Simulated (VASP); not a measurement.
# C (C2/m) in VASP: a series of runs

Runs on C. Level: PBE+D3(BJ). Tasks: single point.

Program: VASP 6.6.1. These are calculated values, not measurements. Logs are shortened: lines on timing, memory, paths and dates and some standing lists are left out, and cuts for length are marked.

### Step 1. The cell of the first run

It takes space group C2/m (No. 12, monoclinic). Conventional cell: a = 4.269 Å, b = 2.465 Å, c = 13.519 Å, α = 90.00°, β = 94.53°, γ = 90.00°. Within 1.9 Å of C (site symmetry m) lie 3 C at 1.42 Å. Within 1.9 Å of C (site symmetry m) lie 3 C at 1.42 Å. Within 1.9 Å of C (site symmetry m) lie 3 C at 1.42 Å. Within 1.9 Å of C (site symmetry m) lie 3 C at 1.42 Å.

### Step 2. Single point, PBE+D3(BJ)

INCAR

```
SYSTEM = C
PREC = Accurate ; ENCUT = 520
EDIFF = 1E-6 ; ISMEAR = 0
SIGMA = 0.15 ; LREAL = .False.
LASPH = .True. ; NELM = 80
ALGO = Normal ; ISIF = 2
LWAVE = .False. ; LCHARG = .False.
GGA = PE ; IVDW = 12
NBANDS = 26
```

KPOINTS

```
Automatic mesh
0
Gamma
  22 22 4
  0 0 0
```

POSCAR

```
C
1.0
   -1.2324898335     -2.1347350114      0.0000000000
    1.2324898335     -2.1347350114      0.0000000000
    0.0000000000     -3.2021025171     13.4768657407
C
8
Direct
    0.3437875000      0.3437875000      0.8749500000
    0.7187875000      0.7187875000      0.3749500000
   -0.0937125000     -0.0937125000      0.1249500000
   -0.4687125000     -0.4687125000      0.6249500000
    0.0104541667      0.0104541667      0.8749500000
    0.3854541667      0.3854541667      0.3749500000
    0.2396208333      0.2396208333      0.1249500000
   -0.1353791667     -0.1353791667      0.6249500000
```

Potentials or basis: VASP PAW PBE potentials, release 64 (C).

The run is started by

```bash
> cat potpaw_PBE.64/C/POTCAR > POTCAR
> mpirun -np 1 vasp_std > vasp.out
```

OUTCAR:

```text
SYSTEM = C
   PREC = Accurate
   ENCUT = 520
   EDIFF = 1E-6
   ISMEAR = 0
   LREAL = .False.
   LASPH = .True.
   NELM = 80
   ISIF = 2
   GGA = PE
   IVDW = 12
 IVDW          = 12

 ion  position               nearest neighbor table
   1  0.344  0.344  0.875-   5 1.42   5 1.42   5 1.42
   2  0.719  0.719  0.375-   6 1.42   6 1.42   6 1.42
   3  0.906  0.906  0.125-   7 1.42   7 1.42   7 1.42
   4  0.531  0.531  0.625-   8 1.42   8 1.42   8 1.42
   5  0.010  0.010  0.875-   1 1.42   1 1.42   1 1.42
   6  0.385  0.385  0.375-   2 1.42   2 1.42   2 1.42
   7  0.240  0.240  0.125-   3 1.42   3 1.42   3 1.42
   8  0.865  0.865  0.625-   4 1.42   4 1.42   4 1.42

  LATTYP: Found a base centered monoclinic cell.
 ALAT       =     4.2694700228
 B/A-ratio  =     0.5773502692
 C/A-ratio  =     3.1664509496
 COS(beta)  =    -0.0789527468

  Lattice vectors:

 A1 = (  -1.2324898335,  -2.1347350114,   0.0000000000)
 A2 = (   1.2324898335,  -2.1347350114,   0.0000000000)
 A3 = (   0.0000000000,   1.0673675057,  13.4768657407)

Analysis of symmetry for initial positions (statically):
=====================================================================
 Subroutine PRICEL returns:
 Original cell was already a primitive cell.

 Routine SETGRP: Setting up the symmetry group for a
 base centered monoclinic supercell.

 Subroutine GETGRP returns: Found  4 space group operations
 (whereof  2 operations were pure point group operations)
 out of a pool of  4 trial point group operations.

The static configuration has the point symmetry C_1h.
 The point group associated with its full space group is C_2h.

Analysis of symmetry for dynamics (positions and initial velocities):
=====================================================================
 Subroutine PRICEL returns:
 Original cell was already a primitive cell.

 Routine SETGRP: Setting up the symmetry group for a
 base centered monoclinic supercell.

 Subroutine GETGRP returns: Found  4 space group operations
 (whereof  2 operations were pure point group operations)
 out of a pool of  4 trial point group operations.

The dynamic configuration has the point symmetry C_1h.
 The point group associated with its full space group is C_2h.

 Subroutine INISYM returns: Found  4 space group operations
 (whereof  2 operations are pure point group operations),
 and found     1 'primitive' translations

----------------------------------------------------------------------------------------

                                     Primitive cell

  volume of cell :      70.9163

  direct lattice vectors                    reciprocal lattice vectors
    -1.232489834 -2.134735011  0.000000000    -0.405682860 -0.234221108 -0.055650922
     1.232489834 -2.134735011  0.000000000     0.405682860 -0.234221108 -0.055650922
     0.000000000 -3.202102517 13.476865741     0.000000000  0.000000000  0.074201229

  length of vectors
     2.464979667  2.464979667 13.852052943     0.471736298  0.471736298  0.074201229

  position of ions in fractional coordinates (direct lattice)
     0.343787500  0.343787500  0.874950000
     0.718787500  0.718787500  0.374950000
     0.906287500  0.906287500  0.124950000
     0.531287500  0.531287500  0.624950000
     0.010454167  0.010454167  0.874950000
     0.385454167  0.385454167  0.374950000
     0.239620833  0.239620833  0.124950000
     0.864620833  0.864620833  0.624950000

  ion indices of the primitive-cell ions
   primitive index   ion index
                 1           1
                 2           2
                 3           3
                 4           4
                 5           5
                 6           6
                 7           7
                 8           8

----------------------------------------------------------------------------------------

 KPOINTS: Automatic mesh

Automatic generation of k-mesh.
 Grid dimensions read from file:
 generate k-points for:   22   22    4

 Generating k-lattice:

  Cartesian coordinates                     Fractional coordinates (reciprocal lattice)
    -0.018440130 -0.010646414 -0.002529587     0.045454545  0.000000000  0.000000000
     0.018440130 -0.010646414 -0.002529587     0.000000000  0.045454545  0.000000000
     0.000000000  0.000000000  0.018550307     0.000000000  0.000000000  0.250000000

  Length of vectors
     0.021442559  0.021442559  0.018550307

  Shift w.r.t. Gamma in fractional coordinates (k-lattice)
     0.000000000  0.000000000  0.000000000

 Subroutine IBZKPT returns following result:
 ===========================================

 Found    519 irreducible k-points:

 Following reciprocal coordinates:
            Coordinates               Weight
  0.000000  0.000000  0.000000      1.000000
  0.045455  0.000000  0.000000      4.000000
  0.090909  0.000000  0.000000      4.000000
  0.136364 -0.000000  0.000000      4.000000
  0.181818  0.000000  0.000000      4.000000
  0.227273 -0.000000  0.000000      4.000000
[... 16 lines left out ...]
  0.500000  0.045455  0.000000      4.000000
 -0.454545  0.045455  0.000000      4.000000
 [... further k-points ...]
   k-points           NKPTS =    519   k-points in BZ     NKDIM =    519   number of bands    NBANDS=     26
   number of dos      NEDOS =    301   number of ions     NIONS =      8
   total plane-waves  NPLWV =  34992
   dimension x,y,z NGX =    18 NGY =   18 NGZ =  108
   dimension x,y,z NGXF=    36 NGYF=   36 NGZF=  216
   ions per type =               8
   NGX,Y,Z   is equivalent  to a cutoff of  12.14, 12.14, 12.96 a.u.
   NGXF,Y,Z  is equivalent  to a cutoff of  24.28, 24.28, 25.92 a.u.
 SYSTEM =  C
   PREC   = accura    normal or accurate (medium, high low for compatibility)
   ISTART =      0    job   : 0-new  1-cont  2-samecut
   ICHARG =      2    charge: 1-file 2-atom 10-const
   ISPIN  =      1    spin polarized calculation?
   LNONCOLLINEAR =      F non collinear calculations
   LSORBIT =      F    spin-orbit coupling
   LASPH  =      T    aspherical Exc in radial PAW
   ENCUT  =  520.0 eV  38.22 Ry    6.18 a.u.   4.58  4.58 25.76*2*pi/ulx,y,z
   NELM   =     80;   NELMIN=  2; NELMDL= -5     # of ELM steps
   EDIFF  = 0.1E-05   stopping-criterion for ELM
   LREAL  =      F    real-space projection
   EDIFFG = 0.1E-04   stopping-criterion for IOM
   NSW    =      0    number of steps for IOM
   IBRION =     -1    ionic relax: 0-MD 1-quasi-New 2-CG
   NFREE  =      0    steps in history (QN), initial steepest desc. (CG)
   ISIF   =      2    stress and relaxation
   ISYM   =      2    0-nonsym 1-usesym 2-fastsym
   POTIM  = 0.5000    time-step for ionic-motion
   TEBEG  =    0.0;   TEEND  =   0.0 temperature during run
   PSTRESS=    0.0 pullay stress
   NELECT =      32.0000    total number of electrons
   NUPDOWN=      -1.0000    fix difference up-down
   EMIN   =  10.00;   EMAX   =-10.00  energy-range for DOS
   EFERMI =   0.00;   METHOD = LEGACY
   ISMEAR =     0;   SIGMA  =   0.15  broadening in eV -4-tet -1-fermi 0-gaus
   EFERMI_NEDOS =   21; number of points for ismear=-14 and -15
   IALGO  =     38    algorithm
   IMIX   =      4    mixing-type and parameters
     AMIX     =   0.40;   BMIX     =  1.00
     AMIX_MAG =   1.60;   BMIX_MAG =  1.00
  volume/ion in A,a.u.               =       8.86        59.82
  Fermi-wavevector in a.u.,A,eV,Ry     =   1.255672  2.372875 21.452459  1.576711
  Thomas-Fermi vector in A             =   2.389417
   LORBIT       =      0    0 simple, 1 ext, 2 COOP (PROOUT), +10 PAW based schemes
   GGA     = PE    functional components
   LHFCALC =     F    Hartree Fock is set to
   AEXX    =    0.0000 exact exchange contribution
   IVDW    =    12    specifies the selected vdW correction
   LEPSILON=     F    determine dielectric tensor
   LRPA    =     F    only Hartree local field effects (RPA)
 non-spin polarized calculation
 Gauss-broadening in eV      SIGMA  =   0.15
  energy-cutoff  :      520.00
  volume of cell :       70.92
 maximum number of plane-waves:      1946
   NGX =  9   NGY =  9   NGZ = 51

 number of electron      32.0000002 magnetization

 Free energy of the ion-electron system (eV)
  ---------------------------------------------------
  ext. energy  EPLUGINS =         0.00000000
  ---------------------------------------------------
  free energy    TOTEN  =       -73.67545109 eV

  energy without entropy =      -73.67387783  energy(sigma->0) =      -73.67466446

 E-fermi :   4.6735     XC(G=0): -10.2908

 val. band max:        4.6173800462   @ k =  -0.3182   0.3636   0.2500
 cond. band min:       4.7385122102   @ k =  -0.3636   0.3182  -0.0000
 fundamental gap:      0.1211321639
 Fermi energy:         4.6735414333

 k-point     1 :       0.0000    0.0000    0.0000
  band No.  band energies     occupation
      1     -15.0036      2.00000
      2     -14.8631      2.00000
      3     -14.8624      2.00000
      4     -14.7127      2.00000
      5      -3.8536      2.00000
      6      -2.9850      2.00000
[... 18 lines left out ...]
     25      13.0113      0.00000
     26      13.0166      0.00000

 k-point     2 :       0.0455    0.0000    0.0000
  band No.  band energies     occupation
      1     -14.9541      2.00000
      2     -14.8216      2.00000
      3     -14.8061      2.00000
      4     -14.6645      2.00000
      5      -3.7926      2.00000
      6      -2.9750      2.00000
[... 18 lines left out ...]
     25      13.2027      0.00000
     26      13.2229      0.00000

 k-point     3 :       0.0909    0.0000    0.0000
  band No.  band energies     occupation
      1     -14.8057      2.00000
      2     -14.6826      2.00000
      3     -14.6519      2.00000
      4     -14.5199      2.00000
      5      -3.6099      2.00000
      6      -2.8494      2.00000
[... 572 lines left out ...]
 k-point    23 :       0.5000    0.0455    0.0000
  band No.  band energies     occupation
      1      -9.8451      2.00000
      2      -9.8254      2.00000
      3      -9.7202      2.00000
      4      -9.7022      2.00000
      5      -8.3920      2.00000
      6      -8.3659      2.00000
[... 18 lines left out ...]
     25      15.7656      0.00000
     26      16.0963      0.00000

 k-point    24 :      -0.4545    0.0455    0.0000
  band No.  band energies     occupation
      1      -9.8513      2.00000
      2      -9.8153      2.00000
      3      -9.7309      2.00000
      4      -9.6953      2.00000
      5      -8.3876      2.00000
      6      -8.3727      2.00000
[... 18 lines left out ...]
     25      15.6176      0.00000
     26      16.3206      0.00000

 [... further k-points ...]

------------------------ aborting loop because EDIFF is reached ----------------------------------------

 Edisp (eV)   -1.24430

 E8    (eV) :    -0.3524

  FORCE on cell =-STRESS in cart. coord.  units (eV):
  Direction    XX          YY          ZZ          XY          YZ          ZX
  --------------------------------------------------------------------------------------
  -------------------------------------------------------------------------------------
  Total       0.25427     0.26682     0.21346     0.00000    -0.08285     0.00000
  in kB       5.74450     6.02804     4.82250     0.00000    -1.87174     0.00000
  external pressure =        5.53 kB  Pullay stress =        0.00 kB

 VOLUME and BASIS-vectors are now :
 -----------------------------------------------------------------------------
  energy-cutoff  :      520.00
  volume of cell :       70.92
      direct lattice vectors                 reciprocal lattice vectors
    -1.232489834 -2.134735011  0.000000000    -0.405682860 -0.234221108 -0.055650922
     1.232489834 -2.134735011  0.000000000     0.405682860 -0.234221108 -0.055650922
     0.000000000 -3.202102517 13.476865741     0.000000000  0.000000000  0.074201229

 POSITION                                       TOTAL-FORCE (eV/Angst)
 -----------------------------------------------------------------------------------
      0.00000     -4.26947     11.79158         0.000000      0.009871     -0.041844
      0.00000     -4.26947      5.05315         0.000000     -0.000214     -0.001576
      0.00000     -4.26947      1.68393         0.000000     -0.009871      0.041844
      0.00000     -4.26947      8.42237         0.000000      0.000214      0.001576
      0.00000     -2.84631     11.79158         0.000000      0.012833     -0.029063
      0.00000     -2.84631      5.05315         0.000000     -0.000277      0.000495
      0.00000     -1.42316      1.68393         0.000000     -0.012833      0.029063
      0.00000     -5.69263      8.42237         0.000000      0.000277     -0.000495
 -----------------------------------------------------------------------------------
    total drift:                               -0.000000     -0.000000     -0.000001

  FREE ENERGIE OF THE ION-ELECTRON SYSTEM (eV)
  ---------------------------------------------------
  free  energy   TOTEN  =       -74.9197509541 eV

  energy  without entropy=      -74.9181776916  energy(sigma->0) =      -74.91896432
```

Run time: 15 min. Hardware: 1 thread of Oxide Virtual Turin-like, shared host; peak memory 0.63 GiB.

Results:

```yaml
Free_energy: -74.9198 eV
Pressure: 0.6 GPa
Largest_force: 0.043 eV/Å
Dispersion_energy_per_atom: -0.156 eV
```

Forces in eV/Å, atoms in the order of the input:
```
C    0.000  0.010 -0.042
C    0.000  0.000 -0.002
C    0.000 -0.010  0.042
C    0.000  0.000  0.002
C    0.000  0.013 -0.029
C    0.000  0.000  0.000
C    0.000 -0.013  0.029
C    0.000  0.000  0.000
```

(Part 1 of 2 ends here.)
